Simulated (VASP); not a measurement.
# Li: single point with PBE

The system is Li.

```xyz
1
Lattice="1.4688 -2.5415 0.0000 1.4688 2.5415 0.0000 0.0000 0.0000 2.7100" Properties=species:S:1:pos:R:3 pbc="T T T"
Li    0.0000    0.0000    0.0000
```

The cell was generated, and may not be a known phase.

```yaml
Program: VASP 6.6.1
Task: single point
Functional: PBE
Potentials_or_basis: VASP PAW PBE potentials, release 64 (Li_sv)
Cutoff: 520 eV
k_mesh: 20 × 20 × 20
Occupations: gaussian, width 0.1 eV
Spin: no spin polarisation
Dipole_correction: no
Further_INCAR_settings: ALGO = Fast; EDIFF = 1e-06; NBANDS = 8
```

```
Band gap on the k mesh : zero (an odd number of electrons rules out a gap without spin polarisation)
```

Levels at points of the mesh, in eV from the Fermi level:
| k point | band 1 | band 2 | band 3 | band 4 | band 5 |
| --- | --- | --- | --- | --- | --- |
| (0.00, 0.00, 0.00) | -46.65 | -3.50 | 12.31 | 13.52 | 13.54 |
| (0.50, 0.00, 0.00) | -46.63 | -0.17 | 2.80 | 9.62 | 13.42 |
| (0.50, 0.50, 0.00) | -46.63 | -0.16 | 2.81 | 9.60 | 13.40 |
| (0.00, 0.00, 0.50) | -46.62 | -0.63 | 2.08 | 16.18 | 16.19 |
| (0.50, 0.00, 0.50) | -46.60 | 3.75 | 4.04 | 6.36 | 8.88 |
| (0.50, 0.50, 0.50) | -46.60 | 3.76 | 4.05 | 6.37 | 8.88 |

Run time: 2.5 min on 1 thread of AMD EPYC 7R13, with other jobs on the host, peak memory 0.26 GiB.
